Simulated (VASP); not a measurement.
# Ti2C (R-3m) in VASP: notebook, part 2 of 2

VASP 6.6.1.

## 3. Single point, PBEsol (strain -0.080 along x and y, -0.040 along z)

File INCAR:

```
SYSTEM = Ti2C
PREC     = Accurate       ! precision mode
ENCUT    = 520            ! plane-wave cutoff, eV
EDIFF    = 1E-6           ! SCF threshold, eV
ISMEAR   = 0              ! smearing method
SIGMA    = 0.15           ! smearing width, eV
LREAL    = .FALSE.        ! projectors in reciprocal space
LASPH    = .TRUE.         ! aspherical terms in the spheres
NELM     = 80             ! most SCF steps
ALGO     = Normal         ! electronic algorithm
ISIF     = 2              ! what is computed and relaxed
LWAVE    = .FALSE.        ! write WAVECAR
LCHARG   = .FALSE.        ! write CHGCAR
GGA      = PS             ! functional
NBANDS   = 21             ! bands
```

File KPOINTS:

```
Automatic mesh
0
G
  18 18 18
  0 0 0
```

File POSCAR:

```
Ti2C
1.0
    1.4042913076      0.8107679645      4.5818332210
   -1.4042913076      0.8107679645      4.5818332210
    0.0000000000     -1.6215359289      4.5818332210
Ti C
2 1
Direct
    0.2458180107      0.2458180107      0.2458180107
    0.7541819893      0.7541819893      0.7541819893
    0.5000000000      0.5000000000      0.5000000000
```

Potentials or basis: VASP PAW PBE potentials, release 64 (Ti_sv, C).

The run is started by

```bash
cat potpaw_PBE.64/Ti_sv/POTCAR potpaw_PBE.64/C/POTCAR > POTCAR
mpirun -np 1 vasp_std > vasp.out
```

OUTCAR:

```text
SYSTEM = Ti2C
   PREC = Accurate
   ENCUT = 520
   EDIFF = 1E-6
   ISMEAR = 0
   LREAL = .FALSE.
   LASPH = .TRUE.
   NELM = 80
   ISIF = 2
   GGA = PS

 ion  position               nearest neighbor table
   1  0.246  0.246  0.246-   3 1.95   3 1.95   3 1.95   2 2.71   2 2.71   2 2.71   2 2.90   2 2.90
                             2 2.90
   2  0.754  0.754  0.754-   3 1.95   3 1.95   3 1.95   1 2.71   1 2.71   1 2.71   1 2.90   1 2.90
                             1 2.90
   3  0.500  0.500  0.500-   1 1.95   2 1.95   1 1.95   1 1.95   2 1.95   2 1.95

  LATTYP: Found a trigonal (rhomboedric) cell.
 ALAT       =     4.8603060021
[... 766 lines left out ...]

 [... further k-points ...]
[... 5 lines left out ...]
  --------------------------------------------------------------------------------------
  -------------------------------------------------------------------------------------
  Total       12.8995788     12.8995788     10.2126573      0.0000000      0.0000000      0.0000000
  in kB      660.3007582    660.3007582    522.7632205      0.0000000      0.0000000      0.0000000
  external PRESSURE =     614.4549123 kB  Pullay stress =       0.0000000 kB

 VOLUME and BASIS-vectors are now :
 -----------------------------------------------------------------------------
  energy-cutoff  :      520.00
  volume of cell :       31.30
      direct lattice vectors                 reciprocal lattice vectors
     1.404291308  0.810767964  4.581833221     0.356051481  0.205566418  0.072751084
    -1.404291308  0.810767964  4.581833221    -0.356051481  0.205566418  0.072751084
     0.000000000 -1.621535929  4.581833221     0.000000000 -0.411132837  0.072751084

 POSITION                                       TOTAL-FORCE (eV/Angst)
 -----------------------------------------------------------------------------------
      0.00000      0.00000      3.37889         0.000000      0.000000      2.943900
      0.00000      0.00000     10.36661         0.000000     -0.000000     -2.943900
      0.00000      0.00000      6.87275        -0.000000      0.000000     -0.000000
 -----------------------------------------------------------------------------------
    total drift:                                0.000000     -0.000000      0.000000

  FREE ENERGIE OF THE ION-ELECTRON SYSTEM (eV)
  ---------------------------------------------------
  free  energy   TOTEN  =       -27.2202065610 eV

  energy  without entropy=      -27.2069505744  energy(sigma->0) =      -27.21357857
```

OSZICAR:

```text
N       E                     dE             d eps       ncg     rms          rms(c)
DAV:   1     0.317463773526E+03    0.31746E+03   -0.14663E+04 24544   0.172E+03
DAV:   2     0.455121452366E+01   -0.31291E+03   -0.30259E+03 25038   0.477E+02
DAV:   3    -0.325870510946E+02   -0.37138E+02   -0.36627E+02 40295   0.144E+02
DAV:   4    -0.348427420387E+02   -0.22557E+01   -0.22503E+01 30211   0.334E+01
DAV:   5    -0.349327481525E+02   -0.90006E-01   -0.89997E-01 34540   0.578E+00    0.289E+01
DAV:   6    -0.272173182308E+02    0.77154E+01   -0.50652E+01 31920   0.652E+01    0.798E+00
DAV:   7    -0.271724806247E+02    0.44838E-01   -0.25526E+00 34993   0.172E+01    0.577E+00
DAV:   8    -0.272180542736E+02   -0.45574E-01   -0.32969E-01 32614   0.471E+00    0.707E-01
DAV:   9    -0.272180837814E+02   -0.29508E-04   -0.76888E-02 37707   0.224E+00    0.602E-01
DAV:  10    -0.272203928933E+02   -0.23091E-02   -0.17867E-02 30264   0.145E+00    0.732E-02
DAV:  11    -0.272202120405E+02    0.18085E-03   -0.96150E-04 30035   0.399E-01    0.682E-02
DAV:  12    -0.272202113336E+02    0.70687E-06   -0.11018E-04 30824   0.101E-01    0.118E-02
DAV:  13    -0.272202070131E+02    0.43205E-05   -0.84071E-06 34883   0.274E-02    0.296E-03
DAV:  14    -0.272202065610E+02    0.45205E-06   -0.79191E-07 14727   0.150E-02
   1 F= -.27220207E+02 E0= -.27213579E+02  d E =-.132560E-01
```

stdout:

```text
POSCAR found type information on POSCAR TiC
 POSCAR found :  2 types and       3 ions
 scaLAPACK will be used
 -----------------------------------------------------------------------------
|                                                                             |
|                                                                             |
|     You enforced a specific xc type in the INCAR file but a different       |
|     I HOPE YOU KNOW WHAT YOU ARE DOING!                                     |
|                                                                             |
 -----------------------------------------------------------------------------

 LDA part: xc-table for (Slater+PW92), standard interpolation
 POSCAR, INCAR and KPOINTS ok, starting setup
 FFT: planning ... GRIDC
 FFT: planning ... GRID_SOFT
 FFT: planning ... GRID
 WAVECAR not read
 entering main loop
```

It took 13 min on 1 thread of AMD EPYC 7R13 (Zen 3), shared host; peak memory 0.44 GiB.

What came out:

| Property | Result |
| --- | --- |
| Free energy | -27.2202 eV |
| Pressure | 61.4 GPa |
| Largest force | 2.944 eV/Å |
| Band gap on the k mesh | zero (band 14 reaches 11.67 eV, above the bottom of band 15 at 10.40 eV) |

Forces on the atoms (eV/Å):
```
Ti   0.000  0.000  2.944
Ti   0.000  0.000 -2.944
C    0.000  0.000  0.000
```

Caveat: the cell differs from its parent crystal (strain -0.080 along x and y, -0.040 along z); the PAW data sets were made with another functional, which shifts forces and pressure a little.
